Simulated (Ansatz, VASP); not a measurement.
# One calculation of Ir, two programs

```xyz
2
Lattice="2.7514 0.0000 0.0000 -1.3757 2.3828 0.0000 0.0000 0.0000 4.4623" Properties=species:S:1:pos:R:3 pbc="T T T"
Ir    0.0000    1.5885    1.1156
Ir    1.3757    0.7943    3.3467
```

Alike in both runs: task relaxation of cell and atoms; functional revPBE; dispersion D3(BJ); k mesh 11 × 11 × 6; occupations fermi-dirac, width 0.05 eV; no spin polarisation.

|  | VASP | Ansatz |
| --- | --- | --- |
| version | VASP 6.6.1 | Ansatz 0.2.0 |
| potentials or method | VASP PAW PBE potentials, release 64 (Ir) | Ansatz PAW |
| plane-wave cutoff (eV) | 600 | 420 |
| valence electrons in the cell | 18 | 34 |

```tsv
	VASP	Ansatz	Ansatz less VASP
gap on the k mesh at the Fermi level, each at its own relaxed structure (eV)	none	none	-
relaxed volume (Å³/atom)	14.08	14.06	-0.025
relaxed cell length with the largest relative difference (Å)	2.717	2.715	-0.0017
```

VASP's potentials were made for PBE, not for revPBE. A gap of «none» marks a metal or a gap that the smearing closes. VASP's potentials hold 18 valence electrons a cell and Ansatz's 34, so a difference there can come from the potentials and not from the codes.

Spin-orbit coupling is off throughout. Noted on Ansatz's run: the plane-wave basis is chosen anew once the cell has moved, so the energies of steps on either side of that aren't comparable.
